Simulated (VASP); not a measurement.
# SnSe in VASP: further runs

Runs on SnSe. Level: r2SCAN. Tasks: single point.

Everything below comes from runs of VASP 6.6.1. Logs are shortened: lines on timing, memory, paths and dates and some standing lists are left out, and cuts for length are marked.

## Step 1: The cell of the first run

The cell holds a slab with vacuum, 4 atoms: a = 4.264 Å, b = 4.264 Å, c = 10.991 Å, α = 90.00°, β = 90.00°, γ = 90.00°.

## Step 2: Single point, r2SCAN (strain -0.0050 x Voigt [1, 1, 0, 0, 0, 0])

The input, POSCAR:

```
SnSe
1.0
    4.2639007820      0.0000000000      0.0000000000
    0.0000000000      4.2639007820      0.0000000000
    0.0000000000      0.0000000000     10.9906921300
Sn Se
2 2
Direct
    0.5000000000      0.0000000000      0.3722291100
    0.0000000000      0.5000000000      0.6277708900
    0.5000000000      0.0000000000      0.6160394900
    0.0000000000      0.5000000000      0.3839605100
```

The input, INCAR.step1:

```
SYSTEM = SnSe
ALGO = Normal ; EDIFF = 1E-4
ENCUT = 520 ; GGA = PE
ISMEAR = 0 ; LASPH = .TRUE.
LCHARG = .FALSE. ; LREAL = .FALSE.
LWAVE = .TRUE. ; NBANDS = 28
NELM = 80 ; PREC = Accurate
SIGMA = 0.05
```

The input, INCAR.step2:

```
SYSTEM = SnSe
ALGO = Normal ; EDIFF = 1E-7
ENCUT = 520 ; ISIF = 2
ISMEAR = 0 ; ISTART = 1
LASPH = .TRUE. ; LCHARG = .TRUE.
LELF = .TRUE. ; LMIXTAU = .TRUE.
LREAL = .FALSE. ; LVHAR = .TRUE.
LWAVE = .FALSE. ; METAGGA = R2SCAN
NBANDS = 28 ; NELM = 80
PREC = Accurate ; SIGMA = 0.05
```

The input, KPOINTS:

```
k-points
0
G
  6 6 4
  0 0 0
```

Potentials or basis: VASP PAW PBE potentials, release 64 (Sn_d, Se).

Launch:

```sh
$ cat potpaw_PBE.64/Sn_d/POTCAR potpaw_PBE.64/Se/POTCAR > POTCAR
$ cp INCAR.step1 INCAR
$ mpirun -np 1 vasp_std > vasp.out
$ cp INCAR.step2 INCAR
$ mpirun -np 1 vasp_std > vasp.out
```

OUTCAR:

```text
SYSTEM = SnSe
   EDIFF = 1E-7
   ENCUT = 520
   ISIF = 2
   ISMEAR = 0
   ISTART = 1
   LASPH = .TRUE.
   LREAL = .FALSE.
   METAGGA = R2SCAN
   NELM = 80
   PREC = Accurate

 ion  position               nearest neighbor table
   1  0.500  0.000  0.372-   3 2.68   4 3.02   4 3.02   4 3.02   4 3.02
   2  0.000  0.500  0.628-   4 2.68   3 3.02   3 3.02   3 3.02   3 3.02
   3  0.500  0.000  0.616-   1 2.68   2 3.02   2 3.02   2 3.02   2 3.02
   4  0.000  0.500  0.384-   2 2.68   1 3.02   1 3.02   1 3.02   1 3.02

  LATTYP: Found a simple tetragonal cell.
 ALAT       =     4.2639007820
 C/A-ratio  =     2.5776144174

  Lattice vectors:

 A1 = (   4.2639007820,   0.0000000000,   0.0000000000)
 A2 = (   0.0000000000,   4.2639007820,   0.0000000000)
 A3 = (   0.0000000000,   0.0000000000,  10.9906921300)

Analysis of symmetry for initial positions (statically):
=====================================================================
 Subroutine PRICEL returns:
 Original cell was already a primitive cell.

 Routine SETGRP: Setting up the symmetry group for a
 simple tetragonal supercell.

 Subroutine GETGRP returns: Found 16 space group operations
 (whereof  8 operations were pure point group operations)
 out of a pool of 16 trial point group operations.

The static configuration has the point symmetry D_2d.
 The point group associated with its full space group is D_4h.

Analysis of symmetry for dynamics (positions and initial velocities):
=====================================================================
 Subroutine PRICEL returns:
 Original cell was already a primitive cell.

 Routine SETGRP: Setting up the symmetry group for a
 simple tetragonal supercell.

 Subroutine GETGRP returns: Found 16 space group operations
 (whereof  8 operations were pure point group operations)
 out of a pool of 16 trial point group operations.

The dynamic configuration has the point symmetry D_2d.
 The point group associated with its full space group is D_4h.

 Subroutine INISYM returns: Found 16 space group operations
 (whereof  8 operations are pure point group operations),
 and found     1 'primitive' translations

----------------------------------------------------------------------------------------

                                     Primitive cell

  volume of cell :     199.8201

  direct lattice vectors                    reciprocal lattice vectors
     4.263900782  0.000000000  0.000000000     0.234527033  0.000000000  0.000000000
     0.000000000  4.263900782  0.000000000     0.000000000  0.234527033  0.000000000
     0.000000000  0.000000000 10.990692130     0.000000000  0.000000000  0.090986081

  length of vectors
     4.263900782  4.263900782 10.990692130     0.234527033  0.234527033  0.090986081

  position of ions in fractional coordinates (direct lattice)
     0.500000000  0.000000000  0.372229110
     0.000000000  0.500000000  0.627770890
     0.500000000  0.000000000  0.616039490
     0.000000000  0.500000000  0.383960510

  ion indices of the primitive-cell ions
   primitive index   ion index
                 1           1
                 2           2
                 3           3
                 4           4

----------------------------------------------------------------------------------------

 KPOINTS: k-points

Automatic generation of k-mesh.
 Grid dimensions read from file:
 generate k-points for:    6    6    4

 Generating k-lattice:

  Cartesian coordinates                     Fractional coordinates (reciprocal lattice)
     0.039087839  0.000000000  0.000000000     0.166666667  0.000000000  0.000000000
     0.000000000  0.039087839  0.000000000     0.000000000  0.166666667  0.000000000
     0.000000000  0.000000000  0.022746520     0.000000000  0.000000000  0.250000000

  Length of vectors
     0.039087839  0.039087839  0.022746520

  Shift w.r.t. Gamma in fractional coordinates (k-lattice)
     0.000000000  0.000000000  0.000000000

 Subroutine IBZKPT returns following result:
 ===========================================

 Found     30 irreducible k-points:

 Following reciprocal coordinates:
            Coordinates               Weight
  0.000000  0.000000  0.000000      1.000000
  0.166667  0.000000  0.000000      4.000000
  0.333333  0.000000  0.000000      4.000000
  0.500000  0.000000  0.000000      2.000000
  0.166667  0.166667  0.000000      4.000000
  0.333333  0.166667  0.000000      8.000000
[... 16 lines left out ...]
  0.333333  0.000000  0.500000      4.000000
  0.500000  0.000000  0.500000      2.000000
 [... further k-points ...]
   k-points           NKPTS =     30   k-points in BZ     NKDIM =     30   number of bands    NBANDS=     28
   number of dos      NEDOS =    301   number of ions     NIONS =      4
   total plane-waves  NPLWV =  86016
   dimension x,y,z NGX =    32 NGY =   32 NGZ =   84
   dimension x,y,z NGXF=    64 NGYF=   64 NGZF=  168
   ions per type =               2   2
   NGX,Y,Z   is equivalent  to a cutoff of  12.48, 12.48, 12.71 a.u.
   NGXF,Y,Z  is equivalent  to a cutoff of  24.95, 24.95, 25.41 a.u.
 SYSTEM =  SnSe
   PREC   = accura    normal or accurate (medium, high low for compatibility)
   ISTART =      1    job   : 0-new  1-cont  2-samecut
   ICHARG =      0    charge: 1-file 2-atom 10-const
   ISPIN  =      1    spin polarized calculation?
   LNONCOLLINEAR =      F non collinear calculations
   LSORBIT =      F    spin-orbit coupling
   LASPH  =      T    aspherical Exc in radial PAW
   ENCUT  =  520.0 eV  38.22 Ry    6.18 a.u.   7.93  7.93 20.44*2*pi/ulx,y,z
   NELM   =     80;   NELMIN=  2; NELMDL=  0     # of ELM steps
   EDIFF  = 0.1E-06   stopping-criterion for ELM
   LREAL  =      F    real-space projection
   EDIFFG = 0.1E-05   stopping-criterion for IOM
   NSW    =      0    number of steps for IOM
   IBRION =     -1    ionic relax: 0-MD 1-quasi-New 2-CG
   NFREE  =      0    steps in history (QN), initial steepest desc. (CG)
   ISIF   =      2    stress and relaxation
   ISYM   =      2    0-nonsym 1-usesym 2-fastsym
   POTIM  = 0.5000    time-step for ionic-motion
   TEBEG  =    0.0;   TEEND  =   0.0 temperature during run
   PSTRESS=    0.0 pullay stress
   NELECT =      40.0000    total number of electrons
   NUPDOWN=      -1.0000    fix difference up-down
   EMIN   =  10.00;   EMAX   =-10.00  energy-range for DOS
   EFERMI =   0.00;   METHOD = LEGACY
   ISMEAR =     0;   SIGMA  =   0.05  broadening in eV -4-tet -1-fermi 0-gaus
   EFERMI_NEDOS =   21; number of points for ismear=-14 and -15
   IALGO  =     38    algorithm
   IMIX   =      4    mixing-type and parameters
     AMIX     =   0.40;   BMIX     =  1.00
     AMIX_MAG =   1.60;   BMIX_MAG =  1.00
  volume/ion in A,a.u.               =      49.96       337.11
  Fermi-wavevector in a.u.,A,eV,Ry     =   0.957668  1.809731 12.478290  0.917128
  Thomas-Fermi vector in A             =   2.086707
   LORBIT       =      0    0 simple, 1 ext, 2 COOP (PROOUT), +10 PAW based schemes
   METAGGA = R2SCAN    functional components
   LHFCALC =     F    Hartree Fock is set to
   AEXX    =    0.0000 exact exchange contribution
   IVDW    =     0    specifies the selected vdW correction
   LEPSILON=     F    determine dielectric tensor
   LRPA    =     F    only Hartree local field effects (RPA)
 non-spin polarized calculation
 Gauss-broadening in eV      SIGMA  =   0.05
  energy-cutoff  :      520.00
  volume of cell :      199.82
 maximum number of plane-waves:      5432
 NGX is ok and might be reduce to    32
   NGX = 15   NGY = 15   NGZ = 41

 number of electron      40.0000018 magnetization

 Free energy of the ion-electron system (eV)
  ---------------------------------------------------
  ext. energy  EPLUGINS =         0.00000000
  ---------------------------------------------------
  free energy    TOTEN  =       -79.56908303 eV

  energy without entropy =      -79.56908303  energy(sigma->0) =      -79.56908303

 E-fermi :   0.8096     XC(G=0):  -6.2386

 val. band max:        0.5495417226   @ k =   0.3333   0.0000   0.5000
 cond. band min:       2.2629221360   @ k =   0.0000   0.0000   0.5000
 fundamental gap:      1.7133804135
 Fermi energy:         0.8095922639

 k-point     1 :       0.0000    0.0000    0.0000
  band No.  band energies     occupation
      1     -21.2456      2.00000
      2     -21.2415      2.00000
      3     -21.2400      2.00000
      4     -21.2342      2.00000
      5     -21.2248      2.00000
      6     -21.1914      2.00000
[... 20 lines left out ...]
     27       6.7599      0.00000
     28       6.7723      0.00000

 k-point     2 :       0.1667    0.0000    0.0000
  band No.  band energies     occupation
      1     -21.2433      2.00000
      2     -21.2429      2.00000
      3     -21.2380      2.00000
      4     -21.2371      2.00000
      5     -21.2206      2.00000
      6     -21.1917      2.00000
[... 20 lines left out ...]
     27       6.3143      0.00000
     28       6.3285      0.00000

 k-point     3 :       0.3333    0.0000    0.0000
  band No.  band energies     occupation
      1     -21.2466      2.00000
      2     -21.2431      2.00000
      3     -21.2378      2.00000
      4     -21.2346      2.00000
      5     -21.2102      2.00000
      6     -21.1939      2.00000
[... 20 lines left out ...]
     27       5.9303      0.00000
     28       7.5790      0.00000

 k-point     4 :       0.5000    0.0000    0.0000
  band No.  band energies     occupation
      1     -21.2472      2.00000
      2     -21.2472      2.00000
      3     -21.2343      2.00000
      4     -21.2343      2.00000
      5     -21.1999      2.00000
      6     -21.1999      2.00000
[... 578 lines left out ...]
     27       6.0296      0.00000
     28       6.3673      0.00000

 k-point    23 :       0.3333    0.0000    0.5000
  band No.  band energies     occupation
      1     -21.2466      2.00000
      2     -21.2431      2.00000
      3     -21.2378      2.00000
      4     -21.2347      2.00000
      5     -21.2102      2.00000
      6     -21.1939      2.00000
[... 20 lines left out ...]
     27       6.5595      0.00000
     28       7.3315      0.00000

 k-point    24 :       0.5000    0.0000    0.5000
  band No.  band energies     occupation
      1     -21.2472      2.00000
      2     -21.2472      2.00000
      3     -21.2343      2.00000
      4     -21.2343      2.00000
      5     -21.1999      2.00000
      6     -21.1999      2.00000
[... 20 lines left out ...]
     27       7.3257      0.00000
     28       7.3257      0.00000

 [... further k-points ...]

------------------------ aborting loop because EDIFF is reached ----------------------------------------

  FORCE on cell =-STRESS in cart. coord.  units (eV):
  Direction    XX          YY          ZZ          XY          YZ          ZX
  --------------------------------------------------------------------------------------
  -------------------------------------------------------------------------------------
  Total        0.5176535      0.5176535      0.1278448      0.0000000      0.0000000      0.0000000
  in kB        4.1505964      4.1505964      1.0250724      0.0000000      0.0000000      0.0000000
  external PRESSURE =       3.1087551 kB  Pullay stress =       0.0000000 kB

 VOLUME and BASIS-vectors are now :
 -----------------------------------------------------------------------------
  energy-cutoff  :      520.00
  volume of cell :      199.82
      direct lattice vectors                 reciprocal lattice vectors
     4.263900782  0.000000000  0.000000000     0.234527033  0.000000000  0.000000000
     0.000000000  4.263900782  0.000000000     0.000000000  0.234527033  0.000000000
     0.000000000  0.000000000 10.990692130     0.000000000  0.000000000  0.090986081

 POSITION                                       TOTAL-FORCE (eV/Angst)
 -----------------------------------------------------------------------------------
      2.13195      0.00000      4.09106         0.000000      0.000000     -0.048362
      0.00000      2.13195      6.89964        -0.000000      0.000000      0.048362
      2.13195      0.00000      6.77070        -0.000000      0.000000      0.012469
      0.00000      2.13195      4.21999        -0.000000     -0.000000     -0.012469
 -----------------------------------------------------------------------------------
    total drift:                                0.000000      0.000000      0.000000

  FREE ENERGIE OF THE ION-ELECTRON SYSTEM (eV)
  ---------------------------------------------------
  free  energy   TOTEN  =       -79.5690830301 eV

  energy  without entropy=      -79.5690830301  energy(sigma->0) =      -79.56908303
```

Run time: 6.3 min. Hardware: 1 thread of AMD EPYC 9R45 (Zen 5), shared host; peak memory 0.37 GiB.

Results:

| Quantity | Value |
| --- | --- |
| Free energy | -79.5691 eV |
| Largest force | 0.048 eV/Å |
| Band gap on the k mesh | 1.71 eV (least direct gap 1.77 eV) |

Forces in eV/Å, atoms in the order of the input:
```
Sn   0.000  0.000 -0.048
Sn   0.000  0.000  0.048
Se   0.000  0.000  0.012
Se   0.000  0.000 -0.012
```

Caveat: the cell differs from its parent crystal (strain -0.0050 x Voigt [1, 1, 0, 0, 0, 0]); there is no dipole correction, which matters where the two faces differ; the PAW data sets were made with another functional, which shifts forces and pressure a little; spin-orbit coupling is left out, which moves the levels of the heavy elements.

## Step 3: Single point, r2SCAN (strain +0.0050 x Voigt [1, 1, 0, 0, 0, 0])

Changes to POSCAR since step 2:

```diff
@@ -2,4 +2,4 @@
 1.0
-    4.2639007820      0.0000000000      0.0000000000
-    0.0000000000      4.2639007820      0.0000000000
+    4.3067540562      0.0000000000      0.0000000000
+    0.0000000000      4.3067540562      0.0000000000
     0.0000000000      0.0000000000     10.9906921300
```

The input, INCAR.step1:

```
PREC     = Accurate       # precision mode
ENCUT    = 520            # plane-wave cutoff, eV
ISMEAR   = 0              # smearing method
SIGMA    = 0.05           # smearing width, eV
LREAL    = False          # projectors in reciprocal space
LASPH    = True           # aspherical terms in the spheres
NELM     = 100            # most SCF steps
NBANDS   = 28             # bands
GGA      = PE             # functional
ALGO     = Normal         # electronic algorithm
EDIFF    = 1E-4           # SCF threshold, eV
LWAVE    = True           # write WAVECAR
LCHARG   = False          # write CHGCAR
```

The input, INCAR.step2:

```
PREC     = Accurate       # precision mode
ENCUT    = 520            # plane-wave cutoff, eV
EDIFF    = 1E-6           # SCF threshold, eV
ISMEAR   = 0              # smearing method
SIGMA    = 0.05           # smearing width, eV
LREAL    = False          # projectors in reciprocal space
LASPH    = True           # aspherical terms in the spheres
NELM     = 100            # most SCF steps
ALGO     = Normal         # electronic algorithm
ISIF     = 2              # what is computed and relaxed
LWAVE    = False          # write WAVECAR
LCHARG   = False          # write CHGCAR
METAGGA  = R2SCAN         # meta-GGA
LMIXTAU  = True         
NBANDS   = 28             # bands
ISTART   = 1
```

The input, KPOINTS:

```
Automatic mesh
0
Gamma
  6 6 4
```

Potentials or basis: VASP PAW PBE potentials, release 64 (Sn_d, Se).

Launch:

```sh
$ cat potpaw_PBE.64/Sn_d/POTCAR potpaw_PBE.64/Se/POTCAR > POTCAR
$ cp INCAR.step1 INCAR
$ mpirun -np 1 vasp_std > vasp.out
$ cp INCAR.step2 INCAR
$ mpirun -np 1 vasp_std > vasp.out
```

It took 6.3 min on 1 thread of AMD EPYC 9R45 (Zen 5), shared host; peak memory 0.38 GiB.

Results (log left out):

* Free energy: -79.5705 eV
* Largest force: 0.015 eV/Å
* Band gap on the k mesh: 1.77 eV

Forces on the atoms (eV/Å):
```
Sn   0.000  0.000  0.015
Sn   0.000  0.000 -0.015
Se   0.000  0.000 -0.013
Se   0.000  0.000  0.013
```

Levels at points of the mesh, in eV from the valence-band top:
```csv
k point,band 16,band 17,band 18,band 19,band 20,band 21,band 22,band 23,band 24,band 25
"(0.00, 0.00, 0.00)",-3.11,-3.11,-1.75,-1.75,-0.29,1.97,4.23,4.27,4.72,4.72
"(0.50, 0.00, 0.00)",-2.35,-1.59,-1.59,-0.14,-0.14,1.84,1.84,2.34,2.34,3.55
"(0.50, 0.50, 0.00)",-4.82,-3.22,-3.22,-1.73,-1.73,4.05,4.05,5.23,5.23,5.30
"(0.00, 0.00, 0.50)",-3.11,-3.11,-1.75,-1.75,-0.29,1.83,4.27,4.72,4.72,5.15
"(0.50, 0.00, 0.50)",-2.35,-1.59,-1.59,-0.14,-0.14,1.84,1.84,2.34,2.34,3.48
"(0.50, 0.50, 0.50)",-4.82,-3.22,-3.22,-1.73,-1.73,4.01,4.01,5.27,5.27,5.29
```

Caveat: the cell differs from its parent crystal (strain +0.0050 x Voigt [1, 1, 0, 0, 0, 0]); there is no dipole correction, which matters where the two faces differ; the PAW data sets were made with another functional, which shifts forces and pressure a little; spin-orbit coupling is left out, which moves the levels of the heavy elements.
